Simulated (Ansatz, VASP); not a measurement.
# PbSe: VASP beside Ansatz

```
CELL_PARAMETERS angstrom
0.00000 3.06215 3.06215
3.06215 0.00000 3.06215
3.06215 3.06215 0.00000
ATOMIC_POSITIONS crystal
Pb 0.00000 0.00000 0.00000
Se 0.50000 0.50000 0.50000
```

Alike in both runs: task single point; functional PBE; k mesh 9 × 9 × 9; occupations gaussian, width 0.05 eV; no spin polarisation.

|  | VASP | Ansatz |
| --- | --- | --- |
| version | VASP 6.6.1 | Ansatz 0.2.0 |
| potentials or method | VASP PAW PBE potentials, release 64 (Pb_d, Se), cutoff 520 eV | all-electron LAPW, scalar-relativistic |

|  | VASP | Ansatz | Ansatz less VASP |
| --- | --- | --- | --- |
| pressure (GPa) | 2.3 | 2.3 | +0.02 |

Ansatz ran all-electron here, and VASP with PAW potentials.

Neither program's run includes spin-orbit coupling.
